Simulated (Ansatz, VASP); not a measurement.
# P in VASP and in Ansatz

```
P
1.0
     0.00000    2.61996    2.61996
     2.61996    0.00000    2.61996
     2.61996    2.61996    0.00000
P
2
Direct
  0.87500 0.87500 0.87500
  0.12500 0.12500 0.12500
```

Change from the starting cell: volume scaled by 0.92, PAW files.

Alike in both runs: task single point; functional PBEsol; k mesh 12 × 12 × 12; occupations fermi-dirac, width 0.08 eV; no spin polarisation.

```csv
,VASP,Ansatz
version,VASP 6.6.1,Ansatz 0.2.0
potentials or method,"VASP PAW PBE potentials, release 64 (P)","PAW with Ansatz's default frozen-core files, scalar-relativistic"
plane-wave cutoff (eV),520,420
valence electrons in the cell,10,10
```

|  | VASP | Ansatz | Ansatz less VASP |
| --- | --- | --- | --- |
| pressure (GPa) | 4.9 | 4.8 | -0.12 |

VASP's potentials were made for PBE, not for PBEsol.
